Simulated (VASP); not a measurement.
A run of VASP 6.6.1 is set up as follows.

INCAR

```
PREC = Accurate
ENCUT = 520
EDIFF = 1E-6
ISMEAR = -1
SIGMA = 0.1
LREAL = False
LASPH = True
NELM = 150
ALGO = Normal
ISIF = 2
LWAVE = False
LCHARG = False
ISPIN = 2
MAGMOM = 3.6 -3.6
LORBIT = 11
LMAXMIX = 4
GGA = PS
NBANDS = 23
```

The input KPOINTS:

```
Automatic mesh
0
Gamma
  9 9 9
```

The input POSCAR:

```
Cr
1.0
    2.9688990000      0.0000000000      0.0000000000
    0.0000000000      2.9688990000      0.0000000000
    0.0000000000      0.0000000000      2.9688990000
Cr
2
Direct
    0.0000000000      0.0000000000      0.0000000000
    0.5000000000      0.5000000000      0.5000000000
```

Potentials or basis: VASP PAW PBE potentials, release 64 (Cr_pv).

Launch:

```bash
$ cat potpaw_PBE.64/Cr_pv/POTCAR > POTCAR
$ mpirun -np 1 vasp_std > vasp.out
```

Q: What does it give for the site moments?

A: Cr +1.68, -1.68 μB.

Q: Predict the pressure.

A: -22.2 GPa.

Q: Predict the band gap on the k mesh.

A: Zero (filled and empty bands overlap).

Caveat: the PAW data sets were made with another functional, which shifts forces and pressure a little.
